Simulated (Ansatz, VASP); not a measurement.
KBF3: VASP beside Ansatz

```
CELL_PARAMETERS angstrom
2.97672 0.00000 0.00000
-1.48836 2.57791 0.00000
0.00000 0.00000 8.40160
ATOMIC_POSITIONS crystal
K 0.33333 0.66667 0.71332
B 0.00000 0.00000 0.35650
F 0.00000 0.00000 0.00000
F 0.33333 0.66667 0.28636
F 0.66667 0.33333 0.42665
```

Alike in both runs: task single point; functional PBE; dispersion D3(BJ); k mesh 6 × 6 × 2; occupations gaussian, width 0.1 eV; no spin polarisation.

|  | VASP | Ansatz |
| --- | --- | --- |
| version | VASP 6.6.1 | Ansatz 0.2.0 |
| potentials or method | VASP PAW PBE potentials, release 64 (K_sv, B, F), cutoff 520 eV | scalar-relativistic, plane waves, PAW |
| valence electrons in the cell | 33 | 33 |

|  | VASP | Ansatz | Ansatz less VASP |
| --- | --- | --- | --- |
| gap on the k mesh at the Fermi level (eV) | none | none | - |
| pressure (GPa) | 10.8 | 10.9 | +0.13 |
| traceless stress, the component that is largest in VASP (GPa) | -23.61 | -23.53 | +0.077 |
| rms of the force components (eV/Å) | 1.414 | 1.417 | +0.0023 |

Atom by atom the forces differ by 0.005 eV/Å (rms over components). A gap of «none» marks a metal or a gap that the smearing closes.

The k mesh is coarse, so the values compare programs but aren't converged.
